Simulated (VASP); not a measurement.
# Ta (Im-3m) in VASP: further runs

Runs on Ta. Level: LDA. Tasks: electric field gradients.

All numbers are computed with VASP 6.6.1; they aren't measurements. Logs are shortened: lines on timing, memory, paths and dates and some standing lists are left out, and cuts for length are marked.

## (1) The cell of the first run

The structure is cubic, space group Im-3m (No. 229). The conventional cell has a = 3.243 Å, b = 3.243 Å, c = 3.243 Å, α = 90.00°, β = 90.00°, γ = 90.00°. Within 3.7 Å of Ta (site symmetry m-3m) lie 14 Ta at 2.81 to 3.24 Å.

## (2) Electric field gradients, LDA (volume scaled by 0.9405)

File INCAR:

```
PREC     = Accurate       # precision mode
ENCUT    = 520            # plane-wave cutoff, eV
EDIFF    = 1E-8           # SCF threshold, eV
ISMEAR   = -1             # smearing method
SIGMA    = 0.05           # smearing width, eV
LREAL    = False          # projectors in reciprocal space
LASPH    = True           # aspherical terms in the spheres
NELM     = 60             # most SCF steps
ALGO     = Normal         # electronic algorithm
ISIF     = 2              # what is computed and relaxed
LWAVE    = False          # write WAVECAR
LCHARG   = False          # write CHGCAR
LEFG     = True         
NBANDS   = 12             # bands
```

File KPOINTS:

```
regular mesh
0
Gamma
  14 14 14
```

File POSCAR:

```
Ta
1.0
   -1.6214316766      1.6214316766      1.6214316766
    1.6214316766     -1.6214316766      1.6214316766
    1.6214316766      1.6214316766     -1.6214316766
Ta
1
Direct
    0.0000000000      0.0000000000      0.0000000000
```

Potentials or basis: VASP PAW LDA potentials, release 64 (Ta_pv).

The run is started by

```console
$ cat potpaw_LDA.64/Ta_pv/POTCAR > POTCAR
$ mpirun -np 1 vasp_std > vasp.out
```

OUTCAR:

```text
PREC = Accurate
   ENCUT = 520
   EDIFF = 1E-8
   ISMEAR = -1
   LREAL = False
   LASPH = True
   NELM = 60
   ISIF = 2

 ion  position               nearest neighbor table
   1  0.000  0.000  0.000-

  LATTYP: Found a body centered cubic cell.
 ALAT       =     3.2428633532

  Lattice vectors:

 A1 = (  -1.6214316766,   1.6214316766,   1.6214316766)
 A2 = (   1.6214316766,  -1.6214316766,   1.6214316766)
 A3 = (   1.6214316766,   1.6214316766,  -1.6214316766)

Analysis of symmetry for initial positions (statically):
=====================================================================
 Subroutine PRICEL returns:
 Original cell was already a primitive cell.

 Routine SETGRP: Setting up the symmetry group for a
 body centered cubic supercell.

 Subroutine GETGRP returns: Found 48 space group operations
 (whereof 48 operations were pure point group operations)
 out of a pool of 48 trial point group operations.

The static configuration has the point symmetry O_h .

Analysis of symmetry for dynamics (positions and initial velocities):
=====================================================================
 Subroutine PRICEL returns:
 Original cell was already a primitive cell.

 Routine SETGRP: Setting up the symmetry group for a
 body centered cubic supercell.

 Subroutine GETGRP returns: Found 48 space group operations
 (whereof 48 operations were pure point group operations)
 out of a pool of 48 trial point group operations.

The dynamic configuration has the point symmetry O_h .

 Subroutine INISYM returns: Found 48 space group operations
 (whereof 48 operations are pure point group operations),
 and found     1 'primitive' translations

----------------------------------------------------------------------------------------

                                     Primitive cell

  volume of cell :      17.0512

  direct lattice vectors                    reciprocal lattice vectors
    -1.621431677  1.621431677  1.621431677     0.000000000  0.308369453  0.308369453
     1.621431677 -1.621431677  1.621431677     0.308369453  0.000000000  0.308369453
[... 119 lines left out ...]
   NGX = 11   NGY = 11   NGZ = 11

 number of electron      10.9999999 magnetization

 Free energy of the ion-electron system (eV)
  ---------------------------------------------------
  ext. energy  EPLUGINS =         0.00000000
  ---------------------------------------------------
  free energy    TOTEN  =       -12.83318422 eV

  energy without entropy =      -12.82346691  energy(sigma->0) =      -12.82832556

 E-fermi :   5.8454     XC(G=0): -13.0776

 val. band max:        5.8336925129   @ k =   0.3571   0.2143   0.0714
 cond. band min:       5.8546469722   @ k =   0.3571   0.2143   0.0000
 fundamental gap:      0.0209544593
 Fermi energy:         5.8453534515

 k-point     1 :       0.0000    0.0000    0.0000
  band No.  band energies     occupation
      1     -26.8267      2.00000
      2     -26.8267      2.00000
      3     -26.8267      2.00000
      4      -2.1817      2.00000
      5       6.5248      0.00000
      6       6.5248      0.00000
      7       6.5248      0.00000
      8       9.9840      0.00000
      9       9.9840      0.00000
     10      19.7277      0.00000
     11      21.1946      0.00000
     12      21.1946      0.00000
[... 331 lines left out ...]
 k-point    24 :       0.3571    0.2857    0.0000
  band No.  band energies     occupation
      1     -27.9248      2.00000
      2     -27.7068      2.00000
      3     -27.0064      2.00000
      4       3.1236      2.00000
      5       4.5618      2.00000
      6       5.2204      1.99999
      7      10.2606      0.00000
      8      10.8895      0.00000
      9      15.4386      0.00000
     10      17.7092      0.00000
     11      19.5714      0.00000
     12      19.7349      0.00000

 [... further k-points ...]
[... 5 lines left out ...]
  --------------------------------------------------------------------------------------
  -------------------------------------------------------------------------------------
  Total        0.3771060      0.3771060      0.3771060      0.0000000      0.0000000      0.0000000
  in kB       35.4338272     35.4338272     35.4338272      0.0000000      0.0000000      0.0000000
  external PRESSURE =      35.4338272 kB  Pullay stress =       0.0000000 kB

 VOLUME and BASIS-vectors are now :
 -----------------------------------------------------------------------------
  energy-cutoff  :      520.00
  volume of cell :       17.05
      direct lattice vectors                 reciprocal lattice vectors
    -1.621431677  1.621431677  1.621431677     0.000000000  0.308369453  0.308369453
     1.621431677 -1.621431677  1.621431677     0.308369453  0.000000000  0.308369453
     1.621431677  1.621431677 -1.621431677     0.308369453  0.308369453  0.000000000

 POSITION                                       TOTAL-FORCE (eV/Angst)
 -----------------------------------------------------------------------------------
      0.00000      0.00000      0.00000         0.000000     -0.000000      0.000000
 -----------------------------------------------------------------------------------
    total drift:                                0.000000      0.000000     -0.000000

  FREE ENERGIE OF THE ION-ELECTRON SYSTEM (eV)
  ---------------------------------------------------
  free  energy   TOTEN  =       -12.8331842227 eV

  energy  without entropy=      -12.8234669057  energy(sigma->0) =      -12.82832556

 Electric field gradients (V/A^2)
---------------------------------------------------------------------
 ion       V_xx      V_yy      V_zz      V_xy      V_xz      V_yz
---------------------------------------------------------------------
   1       0.000     0.000    -0.000    -0.000    -0.000    -0.000
---------------------------------------------------------------------

 Electric field gradients after diagonalization (V/A^2)
 (convention: |V_zz| > |V_xx| > |V_yy|)
----------------------------------------------------------------------
 ion       V_xx      V_yy      V_zz     asymmetry (V_yy - V_xx)/ V_zz
----------------------------------------------------------------------
   1       0.000     0.000    -0.001       0.000
----------------------------------------------------------------------

           NMR quadrupolar parameters

 Cq : quadrupolar parameter    Cq=e*Q*V_zz/h
 eta: asymmetry parameters     (V_yy - V_xx)/ V_zz
 Q  : nuclear electric quadrupole moment in mb (millibarn)
----------------------------------------------------------------------
 ion       Cq(MHz)       eta       Q (mb)
----------------------------------------------------------------------
   1      -0.000       0.000       1.000
----------------------------------------------------------------------
```

stdout:

```text
POSCAR found type information on POSCAR Ta
 POSCAR found :  1 types and       1 ions
 scaLAPACK will be used
 LDA part: xc-table for (Slater(with rela. corr.)+CA(PZ))
 , standard interpolation
 POSCAR, INCAR and KPOINTS ok, starting setup
 FFT: planning ... GRIDC
 FFT: planning ... GRID_SOFT
 FFT: planning ... GRID
 WAVECAR not read
 entering main loop
ion   1
```

Run time: 5.8 s. Hardware: 1 thread of Intel Xeon 6975P-C (Granite Rapids), shared host; peak memory 0.14 GiB.

What came out:

- Free energy: -12.8332 eV
- Pressure: 3.5 GPa

Caveat: without QUAD_EFG the Cq values of the log hold for a quadrupole moment of 1 mb, not for the nuclei; spin-orbit coupling is left out, which moves the levels of the heavy elements.

## (3) Electric field gradients, LDA (volume scaled by 0.97)

File INCAR:

```
SYSTEM = Ta
PREC = Accurate
ENCUT = 520
EDIFF = 1E-8
ISMEAR = -1
SIGMA = 0.05
LREAL = .FALSE.
LASPH = .TRUE.
NELM = 100
ALGO = Normal
ISIF = 2
LWAVE = .FALSE.
LCHARG = .FALSE.
GGA = CA
LEFG = .TRUE.
NBANDS = 12
```

File KPOINTS:

```
Automatic mesh
0
G
  14 14 14
  0 0 0
```

File POSCAR:

```
Ta
1.0
   -1.6382102214      1.6382102214      1.6382102214
    1.6382102214     -1.6382102214      1.6382102214
    1.6382102214      1.6382102214     -1.6382102214
Ta
1
Direct
    0.0000000000      0.0000000000      0.0000000000
```

Potentials or basis: VASP PAW LDA potentials, release 64 (Ta_pv).

The run is started by

```console
$ cat potpaw_LDA.64/Ta_pv/POTCAR > POTCAR
$ mpirun -np 1 vasp_std > vasp.out
```

OUTCAR:

```text
SYSTEM = Ta
   PREC = Accurate
   ENCUT = 520
   EDIFF = 1E-8
   ISMEAR = -1
   LREAL = .FALSE.
   LASPH = .TRUE.
   NELM = 100
   ISIF = 2
   GGA = CA

 ion  position               nearest neighbor table
   1  0.000  0.000  0.000-

  LATTYP: Found a body centered cubic cell.
 ALAT       =     3.2764204428

  Lattice vectors:

 A1 = (  -1.6382102214,   1.6382102214,   1.6382102214)
 A2 = (   1.6382102214,  -1.6382102214,   1.6382102214)
 A3 = (   1.6382102214,   1.6382102214,  -1.6382102214)

Analysis of symmetry for initial positions (statically):
=====================================================================
 Subroutine PRICEL returns:
 Original cell was already a primitive cell.

 Routine SETGRP: Setting up the symmetry group for a
 body centered cubic supercell.

 Subroutine GETGRP returns: Found 48 space group operations
 (whereof 48 operations were pure point group operations)
 out of a pool of 48 trial point group operations.

The static configuration has the point symmetry O_h .

Analysis of symmetry for dynamics (positions and initial velocities):
=====================================================================
 Subroutine PRICEL returns:
 Original cell was already a primitive cell.

 Routine SETGRP: Setting up the symmetry group for a
 body centered cubic supercell.

 Subroutine GETGRP returns: Found 48 space group operations
 (whereof 48 operations were pure point group operations)
 out of a pool of 48 trial point group operations.

The dynamic configuration has the point symmetry O_h .

 Subroutine INISYM returns: Found 48 space group operations
 (whereof 48 operations are pure point group operations),
 and found     1 'primitive' translations

----------------------------------------------------------------------------------------

                                     Primitive cell

  volume of cell :      17.5861

  direct lattice vectors                    reciprocal lattice vectors
    -1.638210221  1.638210221  1.638210221     0.000000000  0.305211134  0.305211134
     1.638210221 -1.638210221  1.638210221     0.305211134  0.000000000  0.305211134
     1.638210221  1.638210221 -1.638210221     0.305211134  0.305211134  0.000000000

  length of vectors
     2.837463337  2.837463337  2.837463337     0.431633726  0.431633726  0.431633726

  position of ions in fractional coordinates (direct lattice)
     0.000000000  0.000000000  0.000000000

  ion indices of the primitive-cell ions
   primitive index   ion index
                 1           1

----------------------------------------------------------------------------------------

 KPOINTS: Automatic mesh

Automatic generation of k-mesh.
 Grid dimensions read from file:
 generate k-points for:   14   14   14

 Generating k-lattice:

  Cartesian coordinates                     Fractional coordinates (reciprocal lattice)
     0.000000000  0.021800795  0.021800795     0.071428571  0.000000000  0.000000000
     0.021800795  0.000000000  0.021800795     0.000000000  0.071428571  0.000000000
     0.021800795  0.021800795  0.000000000     0.000000000  0.000000000  0.071428571

  Length of vectors
[... 66 lines left out ...]
   NELECT =      11.0000    total number of electrons
   NUPDOWN=      -1.0000    fix difference up-down
   EMIN   =  10.00;   EMAX   =-10.00  energy-range for DOS
   EFERMI =   0.00;   METHOD = LEGACY
   ISMEAR =    -1;   SIGMA  =   0.05  broadening in eV -4-tet -1-fermi 0-gaus
   EFERMI_NEDOS =   21; number of points for ismear=-14 and -15
   IALGO  =     38    algorithm
   IMIX   =      4    mixing-type and parameters
     AMIX     =   0.40;   BMIX     =  1.00
     AMIX_MAG =   1.60;   BMIX_MAG =  1.00
  volume/ion in A,a.u.               =      17.59       118.68
  Fermi-wavevector in a.u.,A,eV,Ry     =   1.400069  2.645747 26.670047  1.960193
  Thomas-Fermi vector in A             =   2.523066
   LORBIT       =      0    0 simple, 1 ext, 2 COOP (PROOUT), +10 PAW based schemes
   GGA     = CA    functional components
   LHFCALC =     F    Hartree Fock is set to
   AEXX    =    0.0000 exact exchange contribution
   IVDW    =     0    specifies the selected vdW correction
   LEPSILON=     F    determine dielectric tensor
   LRPA    =     F    only Hartree local field effects (RPA)
 non-spin polarized calculation
  energy-cutoff  :      520.00
  volume of cell :       17.59
 maximum number of plane-waves:       490
 NGX is ok and might be reduce to    24
   NGX = 11   NGY = 11   NGZ = 11

 number of electron      11.0000002 magnetization

 Free energy of the ion-electron system (eV)
  ---------------------------------------------------
  ext. energy  EPLUGINS =         0.00000000
  ---------------------------------------------------
  free energy    TOTEN  =       -12.83349925 eV

  energy without entropy =      -12.82407825  energy(sigma->0) =      -12.82878875

 E-fermi :   5.5792     XC(G=0): -12.9189

 val. band max:        5.5549304946   @ k =  -0.2857   0.2857   0.1429
 cond. band min:       5.5913938219   @ k =  -0.3571   0.3571   0.0714
 fundamental gap:      0.0364633273
 Fermi energy:         5.5791577577

 k-point     1 :       0.0000    0.0000    0.0000
  band No.  band energies     occupation
      1     -27.2131      2.00000
      2     -27.2131      2.00000
      3     -27.2131      2.00000
      4      -2.3322      2.00000
      5       6.2645      0.00000
      6       6.2645      0.00000
      7       6.2645      0.00000
      8       9.6095      0.00000
      9       9.6095      0.00000
     10      19.3597      0.00000
     11      20.7875      0.00000
     12      20.7875      0.00000
[... 331 lines left out ...]
 k-point    24 :       0.3571    0.2857    0.0000
  band No.  band energies     occupation
      1     -28.2066      2.00000
      2     -28.0092      2.00000
      3     -27.3755      2.00000
      4       2.9576      2.00000
      5       4.3335      2.00000
      6       4.9467      1.99999
      7       9.8579      0.00000
      8      10.4551      0.00000
      9      14.7920      0.00000
     10      17.0281      0.00000
     11      18.8609      0.00000
     12      19.3658      0.00000

 [... further k-points ...]
[... 5 lines left out ...]
  --------------------------------------------------------------------------------------
  -------------------------------------------------------------------------------------
  Total       -0.3622220     -0.3622220     -0.3622220     -0.0000000      0.0000000     -0.0000000
  in kB      -33.0002002    -33.0002002    -33.0002002     -0.0000000      0.0000000     -0.0000000
  external PRESSURE =     -33.0002002 kB  Pullay stress =       0.0000000 kB

 VOLUME and BASIS-vectors are now :
 -----------------------------------------------------------------------------
  energy-cutoff  :      520.00
  volume of cell :       17.59
      direct lattice vectors                 reciprocal lattice vectors
    -1.638210221  1.638210221  1.638210221     0.000000000  0.305211134  0.305211134
     1.638210221 -1.638210221  1.638210221     0.305211134  0.000000000  0.305211134
     1.638210221  1.638210221 -1.638210221     0.305211134  0.305211134  0.000000000

 POSITION                                       TOTAL-FORCE (eV/Angst)
 -----------------------------------------------------------------------------------
      0.00000      0.00000      0.00000         0.000000      0.000000     -0.000000
 -----------------------------------------------------------------------------------
    total drift:                                0.000000      0.000000      0.000000

  FREE ENERGIE OF THE ION-ELECTRON SYSTEM (eV)
  ---------------------------------------------------
  free  energy   TOTEN  =       -12.8334992516 eV

  energy  without entropy=      -12.8240782460  energy(sigma->0) =      -12.82878875

 Electric field gradients (V/A^2)
---------------------------------------------------------------------
 ion       V_xx      V_yy      V_zz      V_xy      V_xz      V_yz
---------------------------------------------------------------------
   1      -0.000    -0.000     0.000    -0.000    -0.000    -0.000
---------------------------------------------------------------------

 Electric field gradients after diagonalization (V/A^2)
 (convention: |V_zz| > |V_xx| > |V_yy|)
----------------------------------------------------------------------
 ion       V_xx      V_yy      V_zz     asymmetry (V_yy - V_xx)/ V_zz
----------------------------------------------------------------------
   1       0.000     0.000    -0.000       0.000
----------------------------------------------------------------------

           NMR quadrupolar parameters

 Cq : quadrupolar parameter    Cq=e*Q*V_zz/h
 eta: asymmetry parameters     (V_yy - V_xx)/ V_zz
 Q  : nuclear electric quadrupole moment in mb (millibarn)
----------------------------------------------------------------------
 ion       Cq(MHz)       eta       Q (mb)
----------------------------------------------------------------------
   1      -0.000       0.000       1.000
----------------------------------------------------------------------
```

Wall time 6.1 s (1 thread of Intel Xeon 6975P-C (Granite Rapids), shared host); peak memory 0.14 GiB.

What came out:

```
Free energy : -12.8335 eV
Pressure    : -3.3 GPa
```

Levels at points of the mesh, in eV from the Fermi level:
| k point | band 3 | band 4 | band 5 | band 6 | band 7 | band 8 |
| --- | --- | --- | --- | --- | --- | --- |
| (0.00, 0.00, 0.00) | -32.79 | -7.91 | 0.69 | 0.69 | 0.69 | 4.03 |
| (0.50, 0.00, 0.00) | -32.80 | -4.46 | -1.64 | 1.87 | 3.93 | 4.97 |
| (0.50, 0.50, 0.50) | -33.69 | -3.94 | -3.94 | 7.00 | 7.00 | 7.00 |

Caveat: without QUAD_EFG the Cq values of the log hold for a quadrupole moment of 1 mb, not for the nuclei; spin-orbit coupling is left out, which moves the levels of the heavy elements.

[end of part 1 of 2]
